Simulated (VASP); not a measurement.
# Sr (P6_3/mmc) in VASP: notebook

The runs below take Sr through single point, with PBEsol.

Program: VASP 6.6.1. These are calculated values, not measurements. Logs are shortened: lines on timing, memory, paths and dates and some standing lists are left out, and cuts for length are marked.

### Step 1. The cell of the first run

It takes space group P6_3/mmc (No. 194, hexagonal). Conventional cell: a = 4.051 Å, b = 4.051 Å, c = 7.050 Å, α = 90.00°, β = 90.00°, γ = 120.00°. Sr (site symmetry -6m2) has 12 Sr at 4.05 to 4.23 Å within 5.3 Å.

This isn't the form of Sr at room conditions, which is fcc.

### Step 2. Single point, PBEsol (strain -0.0600 x Voigt [1, 1, 0, 0, 0, 0])

File INCAR:

```
PREC     = Accurate       # precision mode
ENCUT    = 520            # plane-wave cutoff, eV
EDIFF    = 1E-6           # SCF threshold, eV
ISMEAR   = 0              # smearing method
SIGMA    = 0.15           # smearing width, eV
LREAL    = F              # projectors in reciprocal space
LASPH    = T              # aspherical terms in the spheres
NELM     = 60             # most SCF steps
ALGO     = Fast           # electronic algorithm
ISIF     = 2              # what is computed and relaxed
LWAVE    = F              # write WAVECAR
LCHARG   = T              # write CHGCAR
GGA      = PS             # functional
LELF     = T              # ELF
LVHAR    = T            
NBANDS   = 17             # bands
```

File KPOINTS:

```
Automatic mesh
0
Gamma
  12 12 8
```

File POSCAR:

```
Sr
1.0
    4.0514002074      0.0000000000      0.0000000000
   -2.0257001037      3.5086155005      0.0000000000
    0.0000000000      0.0000000000      7.0500000000
Sr
2
Direct
    0.3333333333      0.6666666667      0.2500000000
    0.6666666667      0.3333333333      0.7500000000
```

Potentials or basis: VASP PAW PBE potentials, release 64 (Sr_sv).

Launch:

```sh
$ cat potpaw_PBE.64/Sr_sv/POTCAR > POTCAR
$ mpirun -np 1 vasp_std > vasp.out
```

OUTCAR:

```text
PREC = Accurate
   ENCUT = 520
   EDIFF = 1E-6
   ISMEAR = 0
   LREAL = F
   LASPH = T
   NELM = 60
   ISIF = 2
   GGA = PS

 ion  position               nearest neighbor table
   1  0.333  0.667  0.250-   2 4.23   2 4.23   2 4.23   2 4.23   2 4.23   2 4.23
   2  0.667  0.333  0.750-   1 4.23   1 4.23   1 4.23   1 4.23   1 4.23   1 4.23

  LATTYP: Found a hexagonal cell.
 ALAT       =     4.0514002074
 C/A-ratio  =     1.7401391221

  Lattice vectors:

 A1 = (   4.0514002074,   0.0000000000,   0.0000000000)
 A2 = (  -2.0257001037,   3.5086155005,   0.0000000000)
 A3 = (   0.0000000000,   0.0000000000,   7.0500000000)

Analysis of symmetry for initial positions (statically):
=====================================================================
 Subroutine PRICEL returns:
 Original cell was already a primitive cell.

 Routine SETGRP: Setting up the symmetry group for a
 hexagonal supercell.

 Subroutine GETGRP returns: Found 24 space group operations
 (whereof 12 operations were pure point group operations)
 out of a pool of 24 trial point group operations.

The static configuration has the point symmetry D_3d.
 The point group associated with its full space group is D_6h.

Analysis of symmetry for dynamics (positions and initial velocities):
=====================================================================
 Subroutine PRICEL returns:
 Original cell was already a primitive cell.

 Routine SETGRP: Setting up the symmetry group for a
 hexagonal supercell.

 Subroutine GETGRP returns: Found 24 space group operations
 (whereof 12 operations were pure point group operations)
 out of a pool of 24 trial point group operations.

The dynamic configuration has the point symmetry D_3d.
 The point group associated with its full space group is D_6h.

 Subroutine INISYM returns: Found 24 space group operations
 (whereof 12 operations are pure point group operations),
 and found     1 'primitive' translations

----------------------------------------------------------------------------------------

                                     Primitive cell

  volume of cell :     100.2144

  direct lattice vectors                    reciprocal lattice vectors
     4.051400207  0.000000000  0.000000000     0.246828244  0.142506353  0.000000000
    -2.025700104  3.508615500  0.000000000     0.000000000  0.285012707  0.000000000
     0.000000000  0.000000000  7.050000000     0.000000000  0.000000000  0.141843972

  length of vectors
     4.051400207  4.051400207  7.050000000     0.285012707  0.285012707  0.141843972

  position of ions in fractional coordinates (direct lattice)
     0.333333333  0.666666667  0.250000000
     0.666666667  0.333333333  0.750000000

  ion indices of the primitive-cell ions
   primitive index   ion index
                 1           1
                 2           2

----------------------------------------------------------------------------------------

 KPOINTS: Automatic mesh

Automatic generation of k-mesh.
 Grid dimensions read from file:
 generate k-points for:   12   12    8

 Generating k-lattice:

  Cartesian coordinates                     Fractional coordinates (reciprocal lattice)
     0.020569020  0.011875529  0.000000000     0.083333333 -0.000000000  0.000000000
     0.000000000  0.023751059  0.000000000     0.000000000  0.083333333  0.000000000
     0.000000000  0.000000000  0.017730496     0.000000000  0.000000000  0.125000000

  Length of vectors
     0.023751059  0.023751059  0.017730496

  Shift w.r.t. Gamma in fractional coordinates (k-lattice)
     0.000000000  0.000000000  0.000000000

 Subroutine IBZKPT returns following result:
 ===========================================

 Found     95 irreducible k-points:

 Following reciprocal coordinates:
            Coordinates               Weight
  0.000000  0.000000  0.000000      1.000000
  0.083333  0.000000  0.000000      6.000000
  0.166667  0.000000  0.000000      6.000000
  0.250000  0.000000  0.000000      6.000000
  0.333333  0.000000  0.000000      6.000000
  0.416667  0.000000  0.000000      6.000000
[... 16 lines left out ...]
  0.250000  0.000000  0.125000     12.000000
  0.333333  0.000000  0.125000     12.000000
 [... further k-points ...]
   k-points           NKPTS =     95   k-points in BZ     NKDIM =     95   number of bands    NBANDS=     17
   number of dos      NEDOS =    301   number of ions     NIONS =      2
   total plane-waves  NPLWV =  48600
   dimension x,y,z NGX =    30 NGY =   30 NGZ =   54
   dimension x,y,z NGXF=    60 NGYF=   60 NGZF=  108
   ions per type =               2
   NGX,Y,Z   is equivalent  to a cutoff of  12.31, 12.31, 12.73 a.u.
   NGXF,Y,Z  is equivalent  to a cutoff of  24.62, 24.62, 25.47 a.u.
 SYSTEM =  unknown system
   PREC   = accura    normal or accurate (medium, high low for compatibility)
   ISTART =      0    job   : 0-new  1-cont  2-samecut
   ICHARG =      2    charge: 1-file 2-atom 10-const
   ISPIN  =      1    spin polarized calculation?
   LNONCOLLINEAR =      F non collinear calculations
   LSORBIT =      F    spin-orbit coupling
   LASPH  =      T    aspherical Exc in radial PAW
   ENCUT  =  520.0 eV  38.22 Ry    6.18 a.u.   7.53  7.53 13.11*2*pi/ulx,y,z
   NELM   =     60;   NELMIN=  2; NELMDL= -5     # of ELM steps
   EDIFF  = 0.1E-05   stopping-criterion for ELM
   LREAL  =      F    real-space projection
   EDIFFG = 0.1E-04   stopping-criterion for IOM
   NSW    =      0    number of steps for IOM
   IBRION =     -1    ionic relax: 0-MD 1-quasi-New 2-CG
   NFREE  =      0    steps in history (QN), initial steepest desc. (CG)
   ISIF   =      2    stress and relaxation
   ISYM   =      2    0-nonsym 1-usesym 2-fastsym
   POTIM  = 0.5000    time-step for ionic-motion
   TEBEG  =    0.0;   TEEND  =   0.0 temperature during run
   PSTRESS=    0.0 pullay stress
   NELECT =      20.0000    total number of electrons
   NUPDOWN=      -1.0000    fix difference up-down
   EMIN   =  10.00;   EMAX   =-10.00  energy-range for DOS
   EFERMI =   0.00;   METHOD = LEGACY
   ISMEAR =     0;   SIGMA  =   0.15  broadening in eV -4-tet -1-fermi 0-gaus
   EFERMI_NEDOS =   21; number of points for ismear=-14 and -15
   IALGO  =     68    algorithm
   IMIX   =      4    mixing-type and parameters
     AMIX     =   0.40;   BMIX     =  1.00
     AMIX_MAG =   1.60;   BMIX_MAG =  1.00
  volume/ion in A,a.u.               =      50.11       338.14
  Fermi-wavevector in a.u.,A,eV,Ry     =   0.956698  1.807897 12.453016  0.915271
  Thomas-Fermi vector in A             =   2.085649
   LORBIT       =      0    0 simple, 1 ext, 2 COOP (PROOUT), +10 PAW based schemes
   GGA     = PS    functional components
   LHFCALC =     F    Hartree Fock is set to
   AEXX    =    0.0000 exact exchange contribution
   IVDW    =     0    specifies the selected vdW correction
   LEPSILON=     F    determine dielectric tensor
   LRPA    =     F    only Hartree local field effects (RPA)
 non-spin polarized calculation
 RMM-DIIS sequential band-by-band and
 Gauss-broadening in eV      SIGMA  =   0.15
  energy-cutoff  :      520.00
  volume of cell :      100.21
 maximum number of plane-waves:      2730
   NGX = 15   NGY = 15   NGZ = 27

 number of electron      20.0000001 magnetization

 Free energy of the ion-electron system (eV)
  ---------------------------------------------------
  ext. energy  EPLUGINS =         0.00000000
  ---------------------------------------------------
  free energy    TOTEN  =        -3.65716455 eV

  energy without entropy =       -3.62793371  energy(sigma->0) =       -3.64254913

 E-fermi :   1.8011     XC(G=0):  -7.7255

 val. band max:        1.7972921129   @ k =   0.4167   0.0833   0.0000
 cond. band min:       1.8127709324   @ k =   0.5000   0.0000   0.1250
 fundamental gap:      0.0154788195
 Fermi energy:         1.8011077116

 k-point     1 :       0.0000    0.0000    0.0000
  band No.  band energies     occupation
      1     -34.5425      2.00000
      2     -34.5262      2.00000
      3     -16.6611      2.00000
      4     -16.4444      2.00000
      5     -16.4444      2.00000
      6     -16.4275      2.00000
[... 9 lines left out ...]
     16       4.6458      0.00000
     17       5.5031      0.00000

 k-point     2 :       0.0833    0.0000    0.0000
  band No.  band energies     occupation
      1     -34.5409      2.00000
      2     -34.5252      2.00000
      3     -16.6550      2.00000
      4     -16.4620      2.00000
      5     -16.4494      2.00000
      6     -16.4369      2.00000
[... 9 lines left out ...]
     16       4.7594      0.00000
     17       5.3300      0.00000

 k-point     3 :       0.1667    0.0000    0.0000
  band No.  band energies     occupation
      1     -34.5367      2.00000
      2     -34.5224      2.00000
      3     -16.6378      2.00000
      4     -16.5101      2.00000
      5     -16.4854      2.00000
      6     -16.4627      2.00000
[... 9 lines left out ...]
     16       4.7146      0.00000
     17       5.0909      0.00000

 k-point     4 :       0.2500    0.0000    0.0000
  band No.  band energies     occupation
      1     -34.5307      2.00000
      2     -34.5187      2.00000
      3     -16.6123      2.00000
      4     -16.5757      2.00000
      5     -16.5496      2.00000
      6     -16.4804      2.00000
[... 9 lines left out ...]
     16       4.7853      0.00000
     17       5.2446      0.00000
[... 343 lines left out ...]
      1     -34.5361      2.00000
      2     -34.5229      2.00000
      3     -16.6313      2.00000
      4     -16.5082      2.00000
      5     -16.4890      2.00000
      6     -16.4615      2.00000
[... 9 lines left out ...]
     16       4.9714      0.00000
     17       4.9780      0.00000

 k-point    23 :       0.2500    0.0000    0.1250
  band No.  band energies     occupation
      1     -34.5303      2.00000
      2     -34.5191      2.00000
      3     -16.6126      2.00000
      4     -16.5691      2.00000
      5     -16.5519      2.00000
      6     -16.4790      2.00000
[... 9 lines left out ...]
     16       4.9379      0.00000
     17       5.2455      0.00000

 k-point    24 :       0.3333    0.0000    0.1250
  band No.  band energies     occupation
      1     -34.5242      2.00000
      2     -34.5156      2.00000
      3     -16.6452      2.00000
      4     -16.6163      2.00000
      5     -16.5718      2.00000
      6     -16.4961      2.00000
[... 9 lines left out ...]
     16       5.3106      0.00000
     17       5.8745      0.00000

 [... further k-points ...]
[... 5 lines left out ...]
  --------------------------------------------------------------------------------------
  -------------------------------------------------------------------------------------
  Total        0.7050467      0.7050467     -0.2858461     -0.0000000      0.0000000      0.0000000
  in kB       11.2719337     11.2719337     -4.5699636     -0.0000000      0.0000000      0.0000000
  external PRESSURE =       5.9913013 kB  Pullay stress =       0.0000000 kB

 VOLUME and BASIS-vectors are now :
 -----------------------------------------------------------------------------
  energy-cutoff  :      520.00
  volume of cell :      100.21
      direct lattice vectors                 reciprocal lattice vectors
     4.051400207  0.000000000  0.000000000     0.246828244  0.142506353  0.000000000
    -2.025700104  3.508615500  0.000000000     0.000000000  0.285012707  0.000000000
     0.000000000  0.000000000  7.050000000     0.000000000  0.000000000  0.141843972

 POSITION                                       TOTAL-FORCE (eV/Angst)
 -----------------------------------------------------------------------------------
     -0.00000      2.33908      1.76250         0.000000     -0.000000      0.000000
      2.02570      1.16954      5.28750        -0.000000      0.000000      0.000000
 -----------------------------------------------------------------------------------
    total drift:                               -0.000000      0.000000     -0.000000

  FREE ENERGIE OF THE ION-ELECTRON SYSTEM (eV)
  ---------------------------------------------------
  free  energy   TOTEN  =        -3.6571645529 eV

  energy  without entropy=       -3.6279337103  energy(sigma->0) =       -3.64254913
```

Wall time 5.7 min (1 thread of Intel Xeon 8259CL, shared host); peak memory 0.3 GiB.

Results:

```
Free energy            : -3.6572 eV
Pressure               : 0.6 GPa
Band gap on the k mesh : zero (bands 10 and 11 overlap by 0.31 eV)
```

Levels at points of the mesh, in eV from the Fermi level:
```tsv
k point	band 8	band 9	band 10	band 11	band 12	band 13
(0.00, 0.00, 0.00)	-18.22	-3.78	-1.36	-0.02	2.06	2.48
(0.50, 0.00, 0.00)	-18.27	-1.03	-0.46	-0.03	0.32	1.29
(0.00, 0.00, 0.50)	-18.23	-2.85	-2.85	1.10	1.10	2.52
(0.50, 0.00, 0.50)	-18.29	-0.84	-0.84	0.39	0.39	1.32
```

Caveat: the cell differs from its parent crystal (strain -0.0600 x Voigt [1, 1, 0, 0, 0, 0]); the PAW data sets were made with another functional, which shifts forces and pressure a little.

### Step 3. Single point, PBEsol (strain -0.0450 x Voigt [1, 1, 0, 0, 0, 0])

File INCAR:

```
  ALGO = Fast
  EDIFF = 1E-7
  ENCUT = 520
  GGA = PS
  ISIF = 2
  ISMEAR = 0
  LASPH = True
  LCHARG = False
  LREAL = False
  LWAVE = False
  NBANDS = 17
  NELM = 100
  PREC = Accurate
  SIGMA = 0.15
```

File KPOINTS:

```
k-points
0
Gamma
  12 12 8
```

File POSCAR:

```
Sr
1.0
    4.1160502107      0.0000000000      0.0000000000
   -2.0580251054      3.5646040457      0.0000000000
    0.0000000000      0.0000000000      7.0500000000
Sr
2
Direct
    0.3333333333      0.6666666667      0.2500000000
    0.6666666667      0.3333333333      0.7500000000
```

Potentials or basis: VASP PAW PBE potentials, release 64 (Sr_sv).

Launch:

```sh
$ cat potpaw_PBE.64/Sr_sv/POTCAR > POTCAR
$ mpirun -np 1 vasp_std > vasp.out
```

OUTCAR:

```text
EDIFF = 1E-7
   ENCUT = 520
   GGA = PS
   ISIF = 2
   ISMEAR = 0
   LASPH = True
   LREAL = False
   NELM = 100
   PREC = Accurate

 ion  position               nearest neighbor table
   1  0.333  0.667  0.250-   2 4.25   2 4.25   2 4.25   2 4.25   2 4.25   2 4.25
   2  0.667  0.333  0.750-   1 4.25   1 4.25   1 4.25   1 4.25   1 4.25   1 4.25

  LATTYP: Found a hexagonal cell.
 ALAT       =     4.1160502107
 C/A-ratio  =     1.7128070940

  Lattice vectors:

 A1 = (   4.1160502107,   0.0000000000,   0.0000000000)
 A2 = (  -2.0580251054,   3.5646040457,   0.0000000000)
 A3 = (   0.0000000000,   0.0000000000,   7.0500000000)

Analysis of symmetry for initial positions (statically):
=====================================================================
 Subroutine PRICEL returns:
 Original cell was already a primitive cell.

 Routine SETGRP: Setting up the symmetry group for a
 hexagonal supercell.

 Subroutine GETGRP returns: Found 24 space group operations
 (whereof 12 operations were pure point group operations)
 out of a pool of 24 trial point group operations.
[... 160 lines left out ...]
  ---------------------------------------------------
  ext. energy  EPLUGINS =         0.00000000
  ---------------------------------------------------
  free energy    TOTEN  =        -3.67373547 eV

  energy without entropy =       -3.64463941  energy(sigma->0) =       -3.65918744

 E-fermi :   1.6994     XC(G=0):  -7.6242

 val. band max:        1.6981308419   @ k =   0.2500   0.1667   0.0000
 cond. band min:       1.7152721097   @ k =   0.3333   0.3333   0.2500
 fundamental gap:      0.0171412677
 Fermi energy:         1.6993970527

 k-point     1 :       0.0000    0.0000    0.0000
  band No.  band energies     occupation
      1     -34.7115      2.00000
      2     -34.6964      2.00000
      3     -16.8206      2.00000
      4     -16.6238      2.00000
      5     -16.6238      2.00000
      6     -16.6026      2.00000
[... 457 lines left out ...]
      4     -16.7679      2.00000
      5     -16.7382      2.00000
      6     -16.6687      2.00000
[... 9 lines left out ...]
     16       5.1851      0.00000
     17       5.6282      0.00000

 [... further k-points ...]
[... 5 lines left out ...]
  --------------------------------------------------------------------------------------
  -------------------------------------------------------------------------------------
  Total        0.3387801      0.3387801     -0.3456840     -0.0000000      0.0000000      0.0000000
  in kB        5.2474390      5.2474390     -5.3543753     -0.0000000      0.0000000      0.0000000
  external PRESSURE =       1.7135009 kB  Pullay stress =       0.0000000 kB

 VOLUME and BASIS-vectors are now :
 -----------------------------------------------------------------------------
  energy-cutoff  :      520.00
  volume of cell :      103.44
      direct lattice vectors                 reciprocal lattice vectors
     4.116050211  0.000000000  0.000000000     0.242951361  0.140268034  0.000000000
    -2.058025105  3.564604046  0.000000000     0.000000000  0.280536067  0.000000000
     0.000000000  0.000000000  7.050000000     0.000000000  0.000000000  0.141843972

 POSITION                                       TOTAL-FORCE (eV/Angst)
 -----------------------------------------------------------------------------------
     -0.00000      2.37640      1.76250        -0.000000      0.000000      0.000000
      2.05803      1.18820      5.28750         0.000000     -0.000000      0.000000
 -----------------------------------------------------------------------------------
    total drift:                               -0.000000      0.000000     -0.000000

  FREE ENERGIE OF THE ION-ELECTRON SYSTEM (eV)
  ---------------------------------------------------
  free  energy   TOTEN  =        -3.6737354696 eV

  energy  without entropy=       -3.6446394123  energy(sigma->0) =       -3.65918744
```

Run time: 5.8 min. Hardware: 1 thread of Intel Xeon 8259CL, shared host; peak memory 0.32 GiB.

What came out:

- Free energy: -3.6737 eV
- Pressure: 0.2 GPa
- Band gap on the k mesh: zero (bands 10 and 11 overlap by 0.25 eV)

Caveat: the cell differs from its parent crystal (strain -0.0450 x Voigt [1, 1, 0, 0, 0, 0]); the PAW data sets were made with another functional, which shifts forces and pressure a little.
